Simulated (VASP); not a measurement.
# C (P4/mmm) in VASP: notebook, part 4 of 4

VASP 6.6.1. Earlier steps stand in the parts before.

## Step 7: Relaxation of cell and atoms, PBE

This run uses another cell than the first one, of 5.65 Å³/atom.

File INCAR:

```
SYSTEM = C
PREC = Accurate ; ENCUT = 600
EDIFF = 1E-7 ; ISMEAR = 0
SIGMA = 0.1 ; LREAL = .False.
LASPH = .True. ; NELM = 120
ALGO = Normal ; ISIF = 3
LWAVE = .False. ; LCHARG = .False.
GGA = PE ; IBRION = 2
NSW = 100 ; EDIFFG = -0.01
GGA_COMPAT = .False. ; NELMIN = 4
```

File KPOINTS:

```
Automatic mesh
0
Gamma
  32 32 30
  0 0 0
```

File POSCAR:

```
C
1.0
    1.7431855643      0.0000000000      0.0000000000
    0.0000000000      1.7431855643      0.0000000000
    0.0000000000      0.0000000000      1.8582339952
C
1
Direct
    0.5000000000      0.5000000000      0.0000000000
```

Potentials or basis: VASP PAW PBE potentials, release 64 (C).

On the command line:

```bash
$ cat potpaw_PBE.64/C/POTCAR > POTCAR
$ mpirun -np 1 vasp_std > vasp.out
```

OUTCAR:

```text
SYSTEM = C
   PREC = Accurate
   ENCUT = 600
   EDIFF = 1E-7
   ISMEAR = 0
   LREAL = .False.
   LASPH = .True.
   NELM = 120
   ISIF = 3
   GGA = PE
   IBRION = 2
   NSW = 100
   EDIFFG = -0.01
   NELMIN = 4

 ion  position               nearest neighbor table
   1  0.500  0.500  0.000-

  LATTYP: Found a simple tetragonal cell.
 ALAT       =     1.7431855643
 C/A-ratio  =     1.0659989580

  Lattice vectors:

 A1 = (   1.7431855643,   0.0000000000,   0.0000000000)
 A2 = (   0.0000000000,   1.7431855643,   0.0000000000)
 A3 = (   0.0000000000,   0.0000000000,   1.8582339952)

Analysis of symmetry for initial positions (statically):
=====================================================================
[... 493 lines left out ...]
      3      14.3183      0.00000
      4      23.0961      0.00000
      5      29.6764      0.00000
      6      43.1844      0.00000

 [... further k-points ...]

[... ionic steps 4 to 15 ...]

--------------------------------------- Ionic step       16  -------------------------------------------

 number of electron       4.0000000 magnetization

------------------------ aborting loop because EDIFF is reached ----------------------------------------
[... 65 lines left out ...]
--------------------------------------- Ionic step       18  -------------------------------------------

 number of electron       4.0000000 magnetization

 Free energy of the ion-electron system (eV)
  ---------------------------------------------------
  ext. energy  EPLUGINS =         0.00000000
  ---------------------------------------------------
  free energy    TOTEN  =        -6.50731149 eV

  energy without entropy =       -6.50630730  energy(sigma->0) =       -6.50680939

 E-fermi :  10.2636     XC(G=0): -13.6078

 val. band max:       10.2552921451   @ k =   0.4063   0.3750   0.5000
 cond. band min:      10.2736175946   @ k =   0.4375   0.3438   0.4667
 fundamental gap:      0.0183254495
 Fermi energy:        10.2636495731

 k-point     1 :       0.0000    0.0000    0.0000
  band No.  band energies     occupation
      1     -11.4718      2.00000
      2      13.2751      0.00000
      3      22.6668      0.00000
      4      22.6668      0.00000
      5      27.9617      0.00000
      6      39.7803      0.00000
[... 235 lines left out ...]
  FREE ENERGIE OF THE ION-ELECTRON SYSTEM (eV)
  ---------------------------------------------------
  free  energy   TOTEN  =        -6.5073114889 eV

  energy  without entropy=       -6.5063072959  energy(sigma->0) =       -6.50680939

 reached required accuracy - stopping structural energy minimisation
```

OSZICAR:

```text
N       E                     dE             d eps       ncg     rms          rms(c)
DAV:   1    -0.252318843574E+01   -0.25232E+01   -0.27101E+03 32496   0.697E+02
DAV:   2    -0.646571356472E+01   -0.39425E+01   -0.36632E+01 36414   0.562E+01
DAV:   3    -0.648659580924E+01   -0.20882E-01   -0.20827E-01 37086   0.436E+00
[... 128 lines left out ...]
  17 F= -.65072937E+01 E0= -.65067968E+01  d E =-.258989E-03
       N       E                     dE             d eps       ncg     rms          rms(c)
DAV:   1    -0.650735808272E+01   -0.64377E-04   -0.35099E-03 34158   0.506E-01    0.382E-02
DAV:   2    -0.650732531080E+01    0.32772E-04   -0.50164E-05 35142   0.727E-02    0.207E-02
DAV:   3    -0.650731146397E+01    0.13847E-04   -0.30204E-05 37416   0.401E-02    0.224E-03
DAV:   4    -0.650731148886E+01   -0.24899E-07   -0.44869E-07 33870   0.787E-03
  18 F= -.65073115E+01 E0= -.65068094E+01  d E =-.276753E-03
```

It took 13 min on 1 thread of Intel Xeon 8259CL, shared host; peak memory 0.2 GiB.

What came out:

```
Free energy                           : -6.5073 eV
Relaxed volume                        : 5.77 Å³/atom
Relaxed cell                          : a = 1.689 Å, b = 1.689 Å, c = 2.022 Å, α = 90.00°, β = 90.00°, γ = 90.00°
Space group after relaxing (to 0.1 Å) : P4/mmm (No. 123)
Energy gained by relaxing             : 35.4 meV/atom
Ionic steps                           : 18
Pressure after relaxing               : 0.1 GPa
Band gap on the k mesh                : zero (bands 2 and 3 overlap by 8.98 eV)
```

Step by step:
```csv
step,energy change (eV),largest force (eV/Å),pressure (GPa),volume (Å³)
1,0.0000,0.0000,-1.98,5.65
2,-0.0056,0.0000,1.47,5.59
3,-0.0157,0.0000,16.36,5.41
4,-0.0168,0.0000,10.08,5.47
5,-0.0171,0.0000,12.46,5.45
6,-0.0177,0.0000,13.03,5.45
7,-0.0190,0.0000,14.77,5.44
8,-0.0180,0.0000,18.70,5.43
9,-0.0192,0.0000,16.04,5.44
10,-0.0213,0.0000,14.74,5.46
11,-0.0267,0.0000,11.01,5.52
12,-0.0334,0.0000,4.12,5.66
13,-0.0322,0.0000,-7.30,5.92
14,-0.0351,0.0000,-1.53,5.78
15,-0.0351,0.0000,-1.04,5.77
16,-0.0352,0.0000,-0.85,5.77
17,-0.0354,0.0000,-0.19,5.77
18,-0.0354,0.0000,0.07,5.77
```

Final structure:
```cif
data_structure
_symmetry_space_group_name_H-M 'P 1'
_symmetry_Int_Tables_number 1
_cell_length_a 1.6889
_cell_length_b 1.6889
_cell_length_c 2.0223
_cell_angle_alpha 90.000
_cell_angle_beta 90.000
_cell_angle_gamma 90.000
_cell_volume 5.77
loop_
_atom_site_label
_atom_site_type_symbol
_atom_site_fract_x
_atom_site_fract_y
_atom_site_fract_z
_atom_site_occupancy
C1 C 0.50000 0.50000 0.00000 1
```

## Step 8: Summary

```csv
task,spin,cell,k mesh,gap on the mesh (eV),pressure (GPa),moment (μB),relaxed volume (Å³/atom)
single point,off,"a = 1.802, b = 1.802, c = 1.850 Å, 1 atom",10 × 10 × 10,none,-18.3,-,-
single point,off,"a = 1.743, b = 1.743, c = 1.858 Å, 1 atom",10 × 10 × 10,none,-0.4,-,-
relaxation of cell and atoms,off,"relaxed from a = 1.802, b = 1.802, c = 1.850 Å, 1 atom",10 × 10 × 10,none,0.0,-,5.64
single point,collinear,"a = 1.743, b = 1.743, c = 1.858 Å, 1 atom",10 × 10 × 10,none,-0.4,0.00,-
single point,collinear,"a = 1.802, b = 1.802, c = 1.850 Å, 1 atom",10 × 10 × 10,none,-18.3,0.00,-
relaxation of cell and atoms,off,"relaxed from a = 1.743, b = 1.743, c = 1.858 Å, 1 atom",32 × 32 × 30,none,0.1,-,5.77
```

Alike in all rows: level PBE; potentials or basis VASP PAW PBE potentials, release 64 (C); cutoff (eV) 600; smearing gaussian 0.1 eV.

Caveats: some runs use coarse meshes; the cell stands under tension (at least some runs).

Total energies depend on the potentials used, so only differences within one code and one set of settings carry meaning.
